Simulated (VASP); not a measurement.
Input of a VASP 6.6.1 run:

Contents of INCAR:

```
PREC = Accurate ; ENCUT = 520
EDIFF = 1E-6 ; ISMEAR = 0
SIGMA = 0.1 ; LREAL = F
LASPH = T ; NELM = 60
ALGO = Normal ; ISIF = 2
LWAVE = F ; LCHARG = F
NBANDS = 16
```

File KPOINTS:

```
Automatic mesh
0
Gamma
  12 12 12
```

The input POSCAR:

```
GaAs
1.0
    0.0000000000      2.8016907855      2.8016907855
    2.8016907855      0.0000000000      2.8016907855
    2.8016907855      2.8016907855      0.0000000000
Ga As
1 1
Direct
    0.0000000000      0.0000000000      0.0000000000
    0.7500000000      0.7500000000      0.7500000000
```

Potentials or basis: VASP PAW LDA potentials, release 64 (Ga_d, As).

Launch:

```console
$ cat potpaw_LDA.64/Ga_d/POTCAR potpaw_LDA.64/As/POTCAR > POTCAR
$ mpirun -np 1 vasp_std > vasp.out
```

Question: What does it give for the band gap on the k mesh?

Answer: 0.54 eV, direct.

Question: What does it give for the pressure?

Answer: 0.3 GPa.

A k mesh can miss the band edges. LDA gaps usually lie below the measured ones, often by a third to a half.
